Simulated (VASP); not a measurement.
Mn3P2, 5 atoms in the cell. It takes space group P4/mmm (No. 123, tetragonal). The conventional cell has a = 4.355 Å, b = 4.355 Å, c = 4.396 Å, α = 90.00°, β = 90.00°, γ = 90.00°. Mn (site symmetry mmm) has 2 P at 2.18 Å within 2.9 Å. Within 2.9 Å of Mn (site symmetry 4/mmm) lie 2 P at 2.20 Å. Within 2.9 Å of P (site symmetry 4/mmm) lie 6 Mn at 2.18 to 2.20 Å. Within 4.1 Å of P (site symmetry 4/mmm) lie 12 Mn at 3.08 to 3.09 Å and 8 P at 3.78 Å. The cell was built from a structure type or drawn by symmetry, and may not be a known phase.

```yaml
Program: VASP 6.6.1
Task: single point
Functional: PBE
Potentials_or_basis: VASP PAW PBE potentials, release 64 (Mn_pv, P)
Cutoff: 520 eV
k_mesh: 4 × 4 × 4
Occupations: gaussian, width 0.1 eV
Spin: collinear spin, ferrimagnetic start
Starting_moments: "[4.0, 4.0, -4.0, 0.0, 0.0] μB"
Dipole_correction: no
Further_INCAR_settings: ALGO = Normal; EDIFF = 1e-07; NBANDS = 36
```

Potentials or basis: VASP PAW PBE potentials, release 64 (Mn_pv, P).

The run is started by

```console
$ cat potpaw_PBE.64/Mn_pv/POTCAR potpaw_PBE.64/P/POTCAR > POTCAR
$ mpirun -np 1 vasp_std > vasp.out
```

Hardware: 1 thread of Intel(R) Xeon(R) Platinum 8375C CPU @ 2.90GHz (Ice Lake), with other jobs on the host.

Q: How long does it take, and how much memory?

A: It took 77 s on 1 thread of Intel(R) Xeon(R) Platinum 8375C CPU @ 2.90GHz (Ice Lake), on a shared host, peak memory 0.25 GiB. Counts: scf iterations 17, k points 18.
